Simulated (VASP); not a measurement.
# Cd (P6/mmm) in VASP: notebook

The runs below take Cd through relaxation of shape and atoms at fixed volume, with PBE.

Everything below comes from runs of VASP 6.6.1. Logs are shortened: lines on timing, memory, paths and dates and some standing lists are left out, and cuts for length are marked.

**1. The cell of the first run**

The structure is hexagonal, space group P6/mmm (No. 191). Conventional cell: a = 2.774 Å, b = 2.774 Å, c = 2.879 Å, α = 90.00°, β = 90.00°, γ = 120.00°. Within 3.7 Å of Cd (site symmetry 6/mmm) lie 8 Cd at 2.77 to 2.88 Å.

This isn't the form of Cd at room conditions, which is hcp.

**2. Relaxation of shape and atoms at fixed volume, PBE**

INCAR

```
PREC = Accurate
ENCUT = 600
EDIFF = 1E-6
ISMEAR = -1
SIGMA = 0.1
LREAL = False
LASPH = True
NELM = 100
ALGO = Normal
ISIF = 4
LWAVE = False
LCHARG = False
GGA = PE
IBRION = 2
NSW = 50
EDIFFG = -0.005
```

KPOINTS

```
Automatic mesh
0
Gamma
  14 14 13
```

POSCAR

```
Cd
1.0
    2.7740929395      0.0000000000      0.0000000000
   -1.3870464698      2.4024349580      0.0000000000
    0.0000000000      0.0000000000      2.8794718157
Cd
1
Direct
    0.0000000000      0.0000000000      0.0000000000
```

Potentials or basis: VASP PAW PBE potentials, release 64 (Cd).

Command:

```console
cat potpaw_PBE.64/Cd/POTCAR > POTCAR
mpirun -np 1 vasp_std > vasp.out
```

OUTCAR:

```text
PREC = Accurate
   ENCUT = 600
   EDIFF = 1E-6
   ISMEAR = -1
   LREAL = False
   LASPH = True
   NELM = 100
   ISIF = 4
   GGA = PE
   IBRION = 2
   NSW = 50
   EDIFFG = -0.005

 ion  position               nearest neighbor table
   1  0.000  0.000  0.000-

  LATTYP: Found a hexagonal cell.
 ALAT       =     2.7740929395
 C/A-ratio  =     1.0379867865

  Lattice vectors:

 A1 = (   2.7740929395,   0.0000000000,   0.0000000000)
 A2 = (  -1.3870464698,   2.4024349580,   0.0000000000)
 A3 = (   0.0000000000,   0.0000000000,   2.8794718157)

Analysis of symmetry for initial positions (statically):
=====================================================================
 Subroutine PRICEL returns:
 Original cell was already a primitive cell.

 Routine SETGRP: Setting up the symmetry group for a
 hexagonal supercell.

 Subroutine GETGRP returns: Found 24 space group operations
 (whereof 24 operations were pure point group operations)
 out of a pool of 24 trial point group operations.

The static configuration has the point symmetry D_6h.

Analysis of symmetry for dynamics (positions and initial velocities):
=====================================================================
 Subroutine PRICEL returns:
 Original cell was already a primitive cell.

 Routine SETGRP: Setting up the symmetry group for a
 hexagonal supercell.

 Subroutine GETGRP returns: Found 24 space group operations
 (whereof 24 operations were pure point group operations)
 out of a pool of 24 trial point group operations.

The dynamic configuration has the point symmetry D_6h.

 Subroutine INISYM returns: Found 24 space group operations
 (whereof 24 operations are pure point group operations),
 and found     1 'primitive' translations

----------------------------------------------------------------------------------------

                                     Primitive cell

  volume of cell :      19.1905

  direct lattice vectors                    reciprocal lattice vectors
     2.774092940  0.000000000  0.000000000     0.360478189  0.208122180  0.000000000
    -1.387046470  2.402434958  0.000000000     0.000000000  0.416244359  0.000000000
     0.000000000  0.000000000  2.879471816     0.000000000  0.000000000  0.347285914

  length of vectors
     2.774092940  2.774092939  2.879471816     0.416244359  0.416244359  0.347285914

  position of ions in fractional coordinates (direct lattice)
     0.000000000  0.000000000  0.000000000

  ion indices of the primitive-cell ions
   primitive index   ion index
                 1           1

----------------------------------------------------------------------------------------

 KPOINTS: Automatic mesh

Automatic generation of k-mesh.
 Grid dimensions read from file:
 generate k-points for:   14   14   13

 Generating k-lattice:

  Cartesian coordinates                     Fractional coordinates (reciprocal lattice)
     0.025748442  0.014865870  0.000000000     0.071428571  0.000000000  0.000000000
     0.000000000  0.029731740  0.000000000     0.000000000  0.071428571  0.000000000
     0.000000000  0.000000000  0.026714301     0.000000000  0.000000000  0.076923077

  Length of vectors
     0.029731740  0.029731740  0.026714301

  Shift w.r.t. Gamma in fractional coordinates (k-lattice)
     0.000000000  0.000000000  0.000000000

 Subroutine IBZKPT returns following result:
 ===========================================

 Found    168 irreducible k-points:

 Following reciprocal coordinates:
            Coordinates               Weight
  0.000000  0.000000  0.000000      1.000000
  0.071429  0.000000  0.000000      6.000000
  0.142857 -0.000000  0.000000      6.000000
  0.214286  0.000000  0.000000      6.000000
  0.285714 -0.000000  0.000000      6.000000
  0.357143  0.000000  0.000000      6.000000
[... 16 lines left out ...]
  0.285714  0.285714  0.000000      6.000000
  0.357143  0.285714  0.000000      6.000000
 [... further k-points ...]
   k-points           NKPTS =    168   k-points in BZ     NKDIM =    168   number of bands    NBANDS=     10
   number of dos      NEDOS =    301   number of ions     NIONS =      1
   total plane-waves  NPLWV =  13824
   dimension x,y,z NGX =    24 NGY =   24 NGZ =   24
   dimension x,y,z NGXF=    48 NGYF=   48 NGZF=   48
   ions per type =               1
   NGX,Y,Z   is equivalent  to a cutoff of  14.38, 14.38, 13.86 a.u.
   NGXF,Y,Z  is equivalent  to a cutoff of  28.77, 28.77, 27.71 a.u.
 SYSTEM =  unknown system
   PREC   = accura    normal or accurate (medium, high low for compatibility)
   ISTART =      0    job   : 0-new  1-cont  2-samecut
   ICHARG =      2    charge: 1-file 2-atom 10-const
   ISPIN  =      1    spin polarized calculation?
   LNONCOLLINEAR =      F non collinear calculations
   LSORBIT =      F    spin-orbit coupling
   LASPH  =      T    aspherical Exc in radial PAW
   ENCUT  =  600.0 eV  44.10 Ry    6.64 a.u.   5.54  5.54  5.75*2*pi/ulx,y,z
   NELM   =    100;   NELMIN=  2; NELMDL= -5     # of ELM steps
   EDIFF  = 0.1E-05   stopping-criterion for ELM
   LREAL  =      F    real-space projection
   EDIFFG = -.5E-02   stopping-criterion for IOM
   NSW    =     50    number of steps for IOM
   IBRION =      2    ionic relax: 0-MD 1-quasi-New 2-CG
   NFREE  =      1    steps in history (QN), initial steepest desc. (CG)
   ISIF   =      4    stress and relaxation
   ISYM   =      2    0-nonsym 1-usesym 2-fastsym
   POTIM  = 0.5000    time-step for ionic-motion
   TEBEG  =    0.0;   TEEND  =   0.0 temperature during run
   PSTRESS=    0.0 pullay stress
   NELECT =      12.0000    total number of electrons
   NUPDOWN=      -1.0000    fix difference up-down
   EMIN   =  10.00;   EMAX   =-10.00  energy-range for DOS
   EFERMI =   0.00;   METHOD = LEGACY
   ISMEAR =    -1;   SIGMA  =   0.10  broadening in eV -4-tet -1-fermi 0-gaus
   EFERMI_NEDOS =   21; number of points for ismear=-14 and -15
   IALGO  =     38    algorithm
   IMIX   =      4    mixing-type and parameters
     AMIX     =   0.40;   BMIX     =  1.00
     AMIX_MAG =   1.60;   BMIX_MAG =  1.00
  volume/ion in A,a.u.               =      19.19       129.50
  Fermi-wavevector in a.u.,A,eV,Ry     =   1.399931  2.645487 26.664805  1.959808
  Thomas-Fermi vector in A             =   2.522942
   LORBIT       =      0    0 simple, 1 ext, 2 COOP (PROOUT), +10 PAW based schemes
   GGA     = PE    functional components
   LHFCALC =     F    Hartree Fock is set to
   AEXX    =    0.0000 exact exchange contribution
   IVDW    =     0    specifies the selected vdW correction
   LEPSILON=     F    determine dielectric tensor
   LRPA    =     F    only Hartree local field effects (RPA)
 conjugate gradient relaxation of ions
 non-spin polarized calculation
  energy-cutoff  :      600.00
  volume of cell :       19.19
 maximum number of plane-waves:       666
 NGX is ok and might be reduce to    24
   NGX = 11   NGY = 11   NGZ = 11

--------------------------------------- Ionic step        1  -------------------------------------------

 number of electron      11.9999999 magnetization

 Free energy of the ion-electron system (eV)
  ---------------------------------------------------
  ext. energy  EPLUGINS =         0.00000000
  ---------------------------------------------------
  free energy    TOTEN  =        -0.37262614 eV

  energy without entropy =       -0.35997424  energy(sigma->0) =       -0.36630019

------------------------ aborting loop because EDIFF is reached ----------------------------------------

  FORCE on cell =-STRESS in cart. coord.  units (eV):
  Direction    XX          YY          ZZ          XY          YZ          ZX
  --------------------------------------------------------------------------------------
  -------------------------------------------------------------------------------------
  Total        2.7790894      2.7790894      2.2141338     -0.0000000      0.0000000      0.0000000
  in kB      232.0211748    232.0211748    184.8540515     -0.0000000      0.0000000      0.0000000
  external PRESSURE =     216.2988004 kB  Pullay stress =       0.0000000 kB
[... 90 lines left out ...]
  energy  without entropy=       -0.3668310604  energy(sigma->0) =       -0.37290644

--------------------------------------- Ionic step        4  -------------------------------------------

 number of electron      12.0000004 magnetization

 Free energy of the ion-electron system (eV)
  ---------------------------------------------------
  ext. energy  EPLUGINS =         0.00000000
  ---------------------------------------------------
  free energy    TOTEN  =        -0.37898520 eV

  energy without entropy =       -0.36684333  energy(sigma->0) =       -0.37291426

 E-fermi :   3.9368     XC(G=0): -11.6269

 val. band max:        3.9326859195   @ k =   0.3571   0.2143   0.3077
 cond. band min:       3.9434796698   @ k =   0.2143   0.1429   0.4615
 fundamental gap:      0.0107937503
 Fermi energy:         3.9368475282

 k-point     1 :       0.0000    0.0000    0.0000
  band No.  band energies     occupation
      1      -6.9524      2.00000
      2      -5.9296      2.00000
      3      -5.8515      2.00000
      4      -5.8515      2.00000
      5      -4.6539      2.00000
      6      -4.6539      2.00000
      7      13.5162      0.00000
      8      18.4188      0.00000
      9      19.0634      0.00000
     10      20.6330      0.00000
[... 287 lines left out ...]
 k-point    24 :       0.3571    0.2857    0.0000
  band No.  band energies     occupation
      1      -6.1616      2.00000
      2      -5.9001      2.00000
      3      -5.4905      2.00000
      4      -5.2918      2.00000
      5      -5.1612      2.00000
      6       3.8245      1.50910
      7       4.0614      0.44684
      8       5.9796      0.00000
      9      21.3928      0.00000
     10      22.7650      0.00000

 [... further k-points ...]

------------------------ aborting loop because EDIFF is reached ----------------------------------------

  FORCE on cell =-STRESS in cart. coord.  units (eV):
  Direction    XX          YY          ZZ          XY          YZ          ZX
  --------------------------------------------------------------------------------------
  -------------------------------------------------------------------------------------
  Total        2.5349191      2.5349191      2.5303015     -0.0000000      0.0000000     -0.0000000
  in kB      211.6358339    211.6358339    211.2503211     -0.0000000      0.0000000     -0.0000000
  external PRESSURE =     211.5073296 kB  Pullay stress =       0.0000000 kB
[... 16 lines left out ...]
  FREE ENERGIE OF THE ION-ELECTRON SYSTEM (eV)
  ---------------------------------------------------
  free  energy   TOTEN  =        -0.3789851980 eV

  energy  without entropy=       -0.3668433303  energy(sigma->0) =       -0.37291426

 reached required accuracy - stopping structural energy minimisation
```

Wall time 32 s (1 thread of Intel Xeon Platinum 8124M at 3.00GHz (Skylake/Cascade Lake), shared host); peak memory 0.17 GiB.

What came out:

```yaml
Free_energy: -0.3790 eV
Energy_gained_by_relaxing: 6.4 meV/atom
Ionic_steps: 4
Pressure_after_relaxing: 21.2 GPa
Band_gap_on_the_k_mesh: zero (bands 6 and 7 overlap by 6.12 eV)
```

Step by step:
| step | energy change (eV) | largest force (eV/Å) | pressure (GPa) | volume (Å³) |
| --- | --- | --- | --- | --- |
| 1 | 0.0000 | 0.0000 | 21.63 | 19.19 |
| 2 | -0.0062 | 0.0000 | 21.26 | 19.19 |
| 3 | -0.0064 | 0.0000 | 21.17 | 19.19 |
| 4 | -0.0064 | 0.0000 | 21.15 | 19.19 |

Final structure:
```
Cd
1.0
     2.80451    0.00000    0.00000
    -1.40225    2.42878    0.00000
     0.00000    0.00000    2.81735
Cd
1
Direct
  0.00000 0.00000 0.00000
```

**3. Relaxation of shape and atoms at fixed volume, PBE**

This run uses another cell than the first one, of 21.21 Å³/atom.

INCAR

```
SYSTEM = Cd
PREC = Accurate ; ENCUT = 600
EDIFF = 1E-6 ; ISMEAR = -1
SIGMA = 0.1 ; LREAL = .False.
LASPH = .True. ; NELM = 80
ALGO = Normal ; ISIF = 4
LWAVE = .False. ; LCHARG = .False.
GGA = PE ; IBRION = 2
NSW = 50 ; EDIFFG = -0.005
```

KPOINTS

```
Automatic mesh
0
Gamma
  14 14 13
  0 0 0
```

POSCAR

```
Cd
1.0
    2.8682009254      0.0000000000      0.0000000000
   -1.4341004627      2.4839348646      0.0000000000
    0.0000000000      0.0000000000      2.9771546616
Cd
1
Direct
    0.0000000000      0.0000000000      0.0000000000
```

Potentials or basis: VASP PAW PBE potentials, release 64 (Cd).

Command:

```console
cat potpaw_PBE.64/Cd/POTCAR > POTCAR
mpirun -np 1 vasp_std > vasp.out
```

Run time: 34 s. Hardware: 1 thread of Intel Xeon Platinum 8124M at 3.00GHz (Skylake/Cascade Lake), shared host; peak memory 0.17 GiB.

It converged, with:

```yaml
Free_energy: -0.5721 eV
Energy_gained_by_relaxing: 2.2 meV/atom
Ionic_steps: 4
Pressure_after_relaxing: 10.2 GPa
Band_gap_on_the_k_mesh: zero (bands 6 and 7 overlap by 5.86 eV)
```

The path:
```tsv
step	energy change (eV)	largest force (eV/Å)	pressure (GPa)	volume (Å³)
1	0.0000	0.0000	10.44	21.21
2	-0.0017	0.0000	10.35	21.21
3	-0.0022	0.0000	10.27	21.21
4	-0.0022	0.0000	10.23	21.21
```

Final structure:
```
CELL_PARAMETERS angstrom
2.89118 0.00000 0.00000
-1.44559 2.50384 0.00000
0.00000 0.00000 2.93002
ATOMIC_POSITIONS crystal
Cd 0.00000 0.00000 0.00000
```

Levels at points of the mesh, in eV from the Fermi level:
| k point | band 4 | band 5 | band 6 | band 7 | band 8 | band 9 |
| --- | --- | --- | --- | --- | --- | --- |
| (0.00, 0.00, 0.00) | -9.05 | -8.45 | -8.45 | 8.89 | 13.37 | 14.86 |
| (0.50, 0.00, 0.00) | -8.60 | -8.18 | -2.42 | -1.00 | 9.36 | 13.82 |

**4. Relaxation of shape and atoms at fixed volume, PBE**

This run uses another cell than the first one, of 23.23 Å³/atom.

INCAR

```
SYSTEM = Cd
PREC     = Accurate       ! precision mode
ENCUT    = 600            ! plane-wave cutoff, eV
EDIFF    = 1E-6           ! SCF threshold, eV
ISMEAR   = -1             ! smearing method
SIGMA    = 0.1            ! smearing width, eV
LREAL    = .False.        ! projectors in reciprocal space
LASPH    = .True.         ! aspherical terms in the spheres
NELM     = 100            ! most SCF steps
ALGO     = Normal         ! electronic algorithm
ISIF     = 4              ! what is computed and relaxed
LWAVE    = .False.        ! write WAVECAR
LCHARG   = .False.        ! write CHGCAR
GGA      = PE             ! functional
IBRION   = 2              ! ionic algorithm
NSW      = 50             ! ionic steps
EDIFFG   = -0.005         ! ionic threshold
```

KPOINTS

```
regular mesh
0
Gamma
  14 14 13
  0 0 0
```

POSCAR

```
Cd
1.0
    2.9565081829      0.0000000000      0.0000000000
   -1.4782540915      2.5604111929      0.0000000000
    0.0000000000      0.0000000000      3.0688164280
Cd
1
Direct
    0.0000000000      0.0000000000      0.0000000000
```

Command:

```console
cat potpaw_PBE.64/Cd/POTCAR > POTCAR
mpirun -np 1 vasp_std > vasp.out
```

It took 65 s on 1 thread of Intel Xeon Platinum 8124M at 3.00GHz (Skylake/Cascade Lake), shared host; peak memory 0.18 GiB.

It converged, with:

```yaml
Free_energy: -0.6589 eV
Energy_gained_by_relaxing: 0.5 meV/atom
Ionic_steps: 7
Pressure_after_relaxing: 3.9 GPa
Band_gap_on_the_k_mesh: zero (bands 6 and 7 overlap by 5.52 eV)
```

The path:
```csv
step,energy change (eV),largest force (eV/Å),pressure (GPa),volume (Å³)
1,0.0000,0.0000,3.93,23.23
2,-0.0003,0.0000,3.93,23.23
3,-0.0004,0.0000,3.91,23.23
4,-0.0004,0.0000,3.86,23.23
5,-0.0005,0.0000,3.83,23.23
6,-0.0005,0.0000,3.87,23.23
7,-0.0005,0.0000,3.87,23.23
```

Final structure:
```cif
data_structure
_symmetry_space_group_name_H-M 'P 1'
_symmetry_Int_Tables_number 1
_cell_length_a 2.9716
_cell_length_b 2.9716
_cell_length_c 3.0378
_cell_angle_alpha 90.000
_cell_angle_beta 90.000
_cell_angle_gamma 120.000
_cell_volume 23.23
loop_
_atom_site_label
_atom_site_type_symbol
_atom_site_fract_x
_atom_site_fract_y
_atom_site_fract_z
_atom_site_occupancy
Cd1 Cd 0.00000 0.00000 0.00000 1
```

Levels at points of the mesh, in eV from the Fermi level:
```tsv
k point	band 2	band 3	band 4	band 5	band 6	band 7	band 8	band 9	band 10
(0.00, 0.00, 0.00)	-9.15	-9.15	-8.38	-8.34	-8.34	8.28	12.42	14.59	14.91
(0.50, 0.00, 0.00)	-9.21	-8.92	-8.46	-8.09	-2.04	-1.08	9.01	13.13	14.04
```

**5. Summary**

| cell | gap on the mesh (eV) | pressure (GPa) |
| --- | --- | --- |
| relaxed from a = 2.774, b = 2.774, c = 2.879 Å, angles 90.0, 90.0, 120.0°, 1 atom | none | 21.2 |
| relaxed from a = 2.868, b = 2.868, c = 2.977 Å, angles 90.0, 90.0, 120.0°, 1 atom | none | 10.2 |
| relaxed from a = 2.957, b = 2.957, c = 3.069 Å, angles 90.0, 90.0, 120.0°, 1 atom | none | 3.9 |

Alike in all rows: task relaxation of shape and atoms at fixed volume; level PBE; potentials or basis VASP PAW PBE potentials, release 64 (Cd); no spin polarisation; k mesh 14 × 14 × 13; cutoff (eV) 600; smearing fermi-dirac 0.1 eV.

Absolute energies hang on the potentials; compare differences alone.
